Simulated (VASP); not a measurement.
# Ge2N (R-3m) in VASP: notebook, part 3 of 3

VASP 6.6.1.

### 6 Single point, PBE+D4

This run uses another cell than the first one, of 15.53 Å³/atom.

The input, INCAR:

```
ALGO     = Normal         # electronic algorithm
EDIFF    = 1E-6           # SCF threshold, eV
ENCUT    = 520            # plane-wave cutoff, eV
GGA      = PE             # functional
ISIF     = 2              # what is computed and relaxed
ISMEAR   = 0              # smearing method
IVDW     = 13             # dispersion correction
LASPH    = T              # aspherical terms in the spheres
LCHARG   = F              # write CHGCAR
LREAL    = F              # projectors in reciprocal space
LWAVE    = F              # write WAVECAR
NBANDS   = 24             # bands
NELM     = 100            # most SCF steps
PREC     = Accurate       # precision mode
SIGMA    = 0.1            # smearing width, eV
```

The input, KPOINTS:

```
k-points
0
Gamma
  18 18 18
```

The input, POSCAR:

```
Ge2N
1.0
    1.4937129488      0.8623955731      6.0283695671
   -1.4937129488      0.8623955731      6.0283695671
    0.0000000000     -1.7247911462      6.0283695671
Ge N
2 1
Direct
    0.2567221532      0.2567221532      0.2567221532
    0.7432778468      0.7432778468      0.7432778468
    0.0000000000      0.0000000000      0.0000000000
```

Potentials or basis: VASP PAW PBE potentials, release 64 (Ge_d, N).

The run is started by

```
$ cat potpaw_PBE.64/Ge_d/POTCAR potpaw_PBE.64/N/POTCAR > POTCAR
$ mpirun -np 1 vasp_std > vasp.out
```

OUTCAR:

```text
EDIFF = 1E-6
   ENCUT = 520
   GGA = PE
   ISIF = 2
   ISMEAR = 0
   IVDW = 13
   LASPH = T
   LREAL = F
   NELM = 100
   PREC = Accurate

 ion  position               nearest neighbor table
   1  0.257  0.257  0.257-   3 2.21   3 2.21   3 2.21
   2  0.743  0.743  0.743-   3 2.21   3 2.21   3 2.21
   3  0.000  0.000  0.000-   2 2.21   2 2.21   1 2.21   1 2.21   2 2.21   1 2.21

  LATTYP: Found a trigonal (rhomboedric) cell.
 ALAT       =     6.2702586976
 COS(alpha) =     0.8865006514

  Lattice vectors:

 A1 = (   1.4937129488,   0.8623955731,   6.0283695671)
 A2 = (  -1.4937129488,   0.8623955731,   6.0283695671)
 A3 = (   0.0000000000,  -1.7247911462,   6.0283695671)

Analysis of symmetry for initial positions (statically):
=====================================================================
 Subroutine PRICEL returns:
 Original cell was already a primitive cell.

 Routine SETGRP: Setting up the symmetry group for a
 trigonal (rhombohedral) supercell.

 Subroutine GETGRP returns: Found 12 space group operations
 (whereof 12 operations were pure point group operations)
 out of a pool of 12 trial point group operations.

The static configuration has the point symmetry D_3d.

Analysis of symmetry for dynamics (positions and initial velocities):
=====================================================================
 Subroutine PRICEL returns:
 Original cell was already a primitive cell.

 Routine SETGRP: Setting up the symmetry group for a
 trigonal (rhombohedral) supercell.

 Subroutine GETGRP returns: Found 12 space group operations
 (whereof 12 operations were pure point group operations)
 out of a pool of 12 trial point group operations.

The dynamic configuration has the point symmetry D_3d.

 Subroutine INISYM returns: Found 12 space group operations
 (whereof 12 operations are pure point group operations),
[... 114 lines left out ...]
   EFERMI_NEDOS =   21; number of points for ismear=-14 and -15
   IALGO  =     38    algorithm
   IMIX   =      4    mixing-type and parameters
     AMIX     =   0.40;   BMIX     =  1.00
     AMIX_MAG =   1.60;   BMIX_MAG =  1.00
  volume/ion in A,a.u.               =      15.53       104.81
  Fermi-wavevector in a.u.,A,eV,Ry     =   1.459277  2.757635 28.973481  2.129491
  Thomas-Fermi vector in A             =   2.575863
   LORBIT       =      0    0 simple, 1 ext, 2 COOP (PROOUT), +10 PAW based schemes
   GGA     = PE    functional components
   LHFCALC =     F    Hartree Fock is set to
   AEXX    =    0.0000 exact exchange contribution
   IVDW    =    13    specifies the selected vdW correction
   LEPSILON=     F    determine dielectric tensor
   LRPA    =     F    only Hartree local field effects (RPA)
 non-spin polarized calculation
 Gauss-broadening in eV      SIGMA  =   0.10
  energy-cutoff  :      520.00
  volume of cell :       46.59
 maximum number of plane-waves:      1288
   NGX = 23   NGY = 23   NGZ = 23

 number of electron      32.9999988 magnetization

 Free energy of the ion-electron system (eV)
  ---------------------------------------------------
  ext. energy  EPLUGINS =         0.00000000
  ---------------------------------------------------
  free energy    TOTEN  =       -15.84766543 eV

  energy without entropy =      -15.84341024  energy(sigma->0) =      -15.84553784

 E-fermi :   6.5259     XC(G=0): -11.0760

 val. band max:        6.5194281026   @ k =  -0.1667   0.4444   0.1111
 cond. band min:       6.5268797365   @ k =   0.5000   0.3333   0.0556
 fundamental gap:      0.0074516339
 Fermi energy:         6.5258829568

 k-point     1 :       0.0000    0.0000    0.0000
  band No.  band energies     occupation
      1     -18.6095      2.00000
      2     -18.6084      2.00000
      3     -18.6084      2.00000
      4     -18.6019      2.00000
      5     -18.6019      2.00000
      6     -18.5992      2.00000
[... 637 lines left out ...]
     23      15.2552      0.00000
     24      17.2825      0.00000

 [... further k-points ...]

------------------------ aborting loop because EDIFF is reached ----------------------------------------

  DFT-D4 for vdW energy calculation

  Edisp (eV):   -0.93735

  FORCE on cell =-STRESS in cart. coord.  units (eV):
  Direction    XX          YY          ZZ          XY          YZ          ZX
  --------------------------------------------------------------------------------------
  -------------------------------------------------------------------------------------
  Total      -0.82166    -0.82166    -0.73581     0.00000     0.00000     0.00000
  in kB     -28.25382   -28.25382   -25.30172     0.00000     0.00000     0.00000
  external pressure =      -27.27 kB  Pullay stress =        0.00 kB

 VOLUME and BASIS-vectors are now :
 -----------------------------------------------------------------------------
  energy-cutoff  :      520.00
  volume of cell :       46.59
      direct lattice vectors                 reciprocal lattice vectors
     1.493712949  0.862395573  6.028369567     0.334736336  0.193260114  0.055294111
    -1.493712949  0.862395573  6.028369567    -0.334736336  0.193260114  0.055294111
     0.000000000 -1.724791146  6.028369567     0.000000000 -0.386520228  0.055294111

 POSITION                                       TOTAL-FORCE (eV/Angst)
 -----------------------------------------------------------------------------------
      0.00000      0.00000      4.64285         0.000000     -0.000000     -0.033171
      0.00000      0.00000     13.44226         0.000000      0.000000      0.033171
      0.00000      0.00000      0.00000        -0.000000      0.000000     -0.000000
 -----------------------------------------------------------------------------------
    total drift:                                0.000000      0.000000     -0.000000

  FREE ENERGIE OF THE ION-ELECTRON SYSTEM (eV)
  ---------------------------------------------------
  free  energy   TOTEN  =       -16.7850174269 eV

  energy  without entropy=      -16.7807622433  energy(sigma->0) =      -16.78288984
```

Wall time 47 min (1 thread of Intel Xeon 8259CL, shared host); peak memory 0.74 GiB.

Results:

* Free energy: -16.7850 eV
* Pressure: -2.7 GPa
* Largest force: 0.033 eV/Å
* Band gap on the k mesh: zero (an odd number of electrons rules out a gap without spin polarisation)
* Dispersion energy per atom: -0.312 eV

Forces in eV/Å, atoms in the order of the input:
```
Ge   0.000  0.000 -0.033
Ge   0.000  0.000  0.033
N    0.000  0.000  0.000
```

Levels at points of the mesh, in eV from the Fermi level:
```
           k point  band 12  band 13  band 14  band 15  band 16  band 17  band 18  band 19  band 20  band 21
(0.00, 0.00, 0.00)   -11.30    -8.66    -2.01    -2.01    -1.36     0.42     6.68     6.68     7.12     7.81
(0.50, 0.00, 0.00)    -9.88    -6.65    -6.17    -3.49    -2.20    -2.10     1.48     1.94     4.22     7.18
(0.50, 0.50, 0.00)    -9.89    -6.81    -6.01    -3.50    -2.42    -2.05     1.70     3.31     4.79     5.53
(0.50, 0.50, 0.50)   -11.89    -6.93    -4.04    -2.01    -2.01     2.62     4.52     6.82     6.82     8.64
```

Caveat: an odd number of electrons without spin polarisation forces a metal; a magnetic or distorted state may lie lower.

### 7 The runs side by side

| task | level | cell | k mesh | cutoff (eV) | gap on the mesh (eV) | pressure (GPa) | largest force (eV/Å) |
| --- | --- | --- | --- | --- | --- | --- | --- |
| single point | PBE | a = 5.643 Å, angles 32.1°, 3 atoms, atomic positions A | 6 × 6 × 6 | 520 | none | 12.1 | 2.89 |
| single point | PBE | a = 6.243 Å, angles 27.8°, 3 atoms, atomic positions B | 6 × 6 × 6 | 520 | none | 0.2 | 0.03 |
| relaxation of cell and atoms | PBE | relaxed from a = 5.643 Å, angles 32.1°, 3 atoms, atomic positions A | 6 × 6 × 6 | 600 | none | -0.1 | 0.02 |
| single point | PBE | a = 6.270 Å, angles 27.6°, 3 atoms, atomic positions C | 18 × 18 × 18 | 520 | none | 0.0 | 0.04 |
| single point | PBE+D4 | a = 6.270 Å, angles 27.6°, 3 atoms, atomic positions C | 18 × 18 × 18 | 520 | none | -2.7 | 0.03 |

Alike in all rows: potentials or basis VASP PAW PBE potentials, release 64 (Ge_d, N); no spin polarisation; smearing gaussian 0.1 eV.

Caveats: some runs use coarse meshes; an odd number of electrons without spin polarisation forces a metal; a magnetic or distorted state may lie lower.

Total energies depend on the potentials used, so only differences within one code and one set of settings carry meaning.

The gap in the log of VASP goes by the Fermi energy; the results here count the filled bands.